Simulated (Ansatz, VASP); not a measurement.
Ti: VASP beside Ansatz

File INCAR:

```
PREC     = Accurate       # precision mode
ENCUT    = 600            # plane-wave cutoff, eV
EDIFF    = 1E-6           # SCF threshold, eV
ISMEAR   = 0              # smearing method
SIGMA    = 0.1            # smearing width, eV
LREAL    = F              # projectors in reciprocal space
LASPH    = T              # aspherical terms in the spheres
NELM     = 60             # most SCF steps
ALGO     = Fast           # electronic algorithm
ISIF     = 3              # what is computed and relaxed
LWAVE    = F              # write WAVECAR
LCHARG   = F              # write CHGCAR
IBRION   = 2              # ionic algorithm
NSW      = 80             # ionic steps
EDIFFG   = -0.003         # ionic threshold
```

The input KPOINTS:

```
regular mesh
0
Gamma
  33 33 18
```

The input POSCAR:

```
Ti
1.0
    2.9500000000      0.0000000000      0.0000000000
   -1.4750000000      2.5547749400      0.0000000000
    0.0000000000      0.0000000000      4.6800000000
Ti
2
Direct
    0.3333333333      0.6666666667      0.2500000000
    0.6666666667      0.3333333333      0.7500000000
```

Input for Ansatz:

```yaml
crystal:
  lattice:
    - [2.95, 0.0, 0.0]
    - [-1.475, 2.55477494, 0.0]
    - [0.0, 0.0, 4.68]
  atoms:
    - { symbol: Ti, position: [0.3333333333, 0.6666666667, 0.25] }
    - { symbol: Ti, position: [0.6666666667, 0.3333333333, 0.75] }
scf:
  occupations: { method: gaussian, width: 0.1 }
output:
  forces: true
  stress: true
  eigenvalues: true
  write_density: true
  write_potential: true
  elf: true
  volumetric_format: npy
kpoints:
  mp_grid: { grid: [33, 33, 18] }
hamiltonian:
  xc: lda
relax:
  f_tol: 0.003
  max_steps: 60
  cell: { stress_tol: 0.02 }
```

Alike in both runs: task relaxation of cell and atoms; functional LDA; k mesh 33 × 33 × 18; occupations gaussian, width 0.1 eV; no spin polarisation.

|  | VASP | Ansatz |
| --- | --- | --- |
| version | VASP 6.6.1 | Ansatz 0.2.0 |
| potentials or method | VASP PAW LDA potentials, release 64 (Ti_sv) | scalar-relativistic, plane waves, PAW |
| plane-wave cutoff (eV) | 600 | 420 |
| valence electrons in the cell | 24 | 24 |

|  | VASP | Ansatz | Ansatz less VASP |
| --- | --- | --- | --- |
| gap on the k mesh at the Fermi level, each at its own relaxed structure (eV) | none | none | - |
| relaxed volume (Å³/atom) | 16.07 | 16.10 | +0.031 |
| relaxed length of the cell vector where the two differ most in proportion (Å) | 2.862 | 2.864 | +0.0025 |

LDA's correlation is that of Perdew and Zunger in VASP and of Perdew and Wang (1992) in Ansatz. A gap of «none» marks a metal or a gap that the smearing closes.
